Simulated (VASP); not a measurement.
Wanted: the native input for a VASP 6.6.1 run.

- Task: single point
- Functional: r2SCAN
- Potentials or basis: VASP PAW PBE potentials, release 64 (Y_sv)
- Cutoff: 520 eV
- k mesh: 10 × 10 × 10
- Occupations: fermi-dirac, width 0.05 eV
- Spin: collinear spin, ferromagnetic start
- Starting moments: [1.0] μB
- Dipole correction: no
- Further INCAR settings: ALGO = Normal; EDIFF = 1e-06; NBANDS = 16

The system is Y.

```xyz
1
Lattice="3.2913 0.0000 0.0000 0.0000 3.2913 0.0000 0.0000 0.0000 3.2913" Properties=species:S:1:pos:R:3 pbc="T T T"
Y     0.0000    0.0000    0.0000
```

These files were run (other wordings do the same):

POSCAR

```
Y
1.0
    3.2912715962      0.0000000000      0.0000000000
    0.0000000000      3.2912715962      0.0000000000
    0.0000000000      0.0000000000      3.2912715962
Y
1
Direct
    0.0000000000      0.0000000000      0.0000000000
```

INCAR.step1

```
SYSTEM = Y
ALGO = Normal
EDIFF = 1E-4
ENCUT = 520
GGA = PE
ISMEAR = -1
ISPIN = 2
LASPH = .TRUE.
LCHARG = .FALSE.
LMAXMIX = 4
LREAL = .FALSE.
LWAVE = .TRUE.
MAGMOM = 1
NBANDS = 16
NELM = 150
PREC = Accurate
SIGMA = 0.05
```

INCAR.step2

```
SYSTEM = Y
ALGO = Normal
EDIFF = 1E-6
ENCUT = 520
ISIF = 2
ISMEAR = -1
ISPIN = 2
ISTART = 1
LASPH = .TRUE.
LCHARG = .TRUE.
LELF = .TRUE.
LMAXMIX = 4
LMIXTAU = .TRUE.
LORBIT = 11
LREAL = .FALSE.
LVHAR = .TRUE.
LWAVE = .FALSE.
MAGMOM = 1
METAGGA = R2SCAN
NBANDS = 16
NELM = 150
PREC = Accurate
SIGMA = 0.05
```

KPOINTS

```
k-points
0
G
  10 10 10
  0 0 0
```

Potentials or basis: VASP PAW PBE potentials, release 64 (Y_sv).

Command:

```console
$ cat potpaw_PBE.64/Y_sv/POTCAR > POTCAR
$ cp INCAR.step1 INCAR
$ mpirun -np 1 vasp_std > vasp.out
$ cp INCAR.step2 INCAR
$ mpirun -np 1 vasp_std > vasp.out
```

It gave:

| Item | Value |
| --- | --- |
| Pressure | 0.0 GPa |
| Net moment | 0.90 μB per cell |
| Site moments | Y +0.66 μB |
| Valence electrons inside the program's atomic spheres | Y 9.45 |

Caveat: the PAW data sets were made with another functional, which shifts forces and pressure a little.

It took 97 s on 1 thread of Intel(R) Xeon(R) Platinum 8259CL CPU @ 2.50GHz (Skylake/Cascade Lake), with other jobs on the host, peak memory 0.2 GiB.
